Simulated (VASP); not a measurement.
A run of VASP 6.6.1:

POSCAR

```
BaB5
1.0
    4.9599594146      0.0000000000      0.0000000000
   -2.4799797073      4.2954508548      0.0000000000
    0.0000000000      0.0000000000      2.9298913066
Ba B
1 5
Direct
    0.0000000000      0.0000000000      0.0000000000
    0.3333333333      0.6666666667      0.0000000000
    0.6666666667      0.3333333333      0.0000000000
    0.5000000000      0.0000000000      0.5000000000
    0.5000000000      0.5000000000      0.5000000000
    0.0000000000      0.5000000000      0.5000000000
```

INCAR.step1

```
  PREC = Accurate
  ENCUT = 520
  EDIFF = 1E-6
  ISMEAR = 0
  SIGMA = 0.1
  LREAL = F
  LASPH = T
  NELM = 100
  ALGO = Normal
  ISIF = 2
  LWAVE = F
  LCHARG = T
  GGA = PE
  NBANDS = 22
```

The input KPOINTS.step1:

```
Automatic mesh
0
Gamma
  12 12 12
```

File INCAR.step2:

```
  PREC = Accurate
  ENCUT = 520
  EDIFF = 1E-6
  ISMEAR = -5
  SIGMA = 0.1
  LREAL = F
  LASPH = T
  NELM = 100
  ALGO = Normal
  ISIF = 2
  LWAVE = F
  LCHARG = F
  GGA = PE
  LORBIT = 11
  NBANDS = 22
  NEDOS = 1001
  ICHARG = 11
```

KPOINTS.step2

```
Automatic mesh
0
Gamma
  18 18 18
```

Potentials or basis: VASP PAW PBE potentials, release 64 (Ba_sv, B).

Command:

```sh
$ cat potpaw_PBE.64/Ba_sv/POTCAR potpaw_PBE.64/B/POTCAR > POTCAR
$ cp INCAR.step1 INCAR
$ cp KPOINTS.step1 KPOINTS
$ mpirun -np 1 vasp_std > vasp.out
$ cp INCAR.step2 INCAR
$ cp KPOINTS.step2 KPOINTS
$ mpirun -np 1 vasp_std > vasp.out
```

Hardware: 1 thread of Intel(R) Xeon(R) Platinum 8488C (Sapphire Rapids), on a shared host.

Q: Estimate the wall time of this run.

A: Run time: 6.6 min on 1 thread of Intel(R) Xeon(R) Platinum 8488C (Sapphire Rapids), with other jobs on the host, peak memory 0.52 GiB. Counts: k points 370.
